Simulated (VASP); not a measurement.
A run of VASP 6.6.1:

File INCAR:

```
SYSTEM = Si
  ALGO = Normal
  EDIFF = 1E-7
  ENCUT = 520
  GGA = PE
  ISIF = 2
  ISMEAR = 0
  LASPH = .True.
  LCHARG = .True.
  LELF = .True.
  LREAL = .False.
  LVHAR = .True.
  LWAVE = .False.
  NBANDS = 26
  NELM = 100
  PREC = Accurate
  SIGMA = 0.2
```

KPOINTS

```
k-points
0
Gamma
  4 4 4
  0 0 0
```

Contents of POSCAR:

```
Si
1.0
    0.0004889612     -0.0008279164      4.5012855235
    5.3225643425      0.0002299587     -0.0018796866
   -0.0001739041      4.9974904307     -0.0019860753
Si
8
Direct
   -0.0000580239      0.3749236740      0.2499683011
    0.5000412830      0.1251618280      0.2500458747
    0.0000204034      0.3754001966      0.7500438561
    0.4999363847      0.1245088072      0.7499586342
   -0.0000255948      0.8749759567      0.2499641338
    0.5000727901      0.6249747800      0.2500143759
    0.0000476990      0.8753824219      0.7500377099
    0.4999650586      0.6246723356      0.7499671143
```

Potentials or basis: VASP PAW PBE potentials, release 64 (Si).

The run is started by

```console
$ cat potpaw_PBE.64/Si/POTCAR > POTCAR
$ mpirun -np 1 vasp_std > vasp.out
```

Hardware: 1 thread of Intel(R) Xeon(R) Platinum 8559C (Emerald Rapids) (shared host).

Problem. How long does it take, and how much memory?

Solution. Wall time 68 s on 1 thread of Intel(R) Xeon(R) Platinum 8559C (Emerald Rapids), on a shared host, peak memory 0.25 GiB. Counts: scf iterations 13, k points 36.
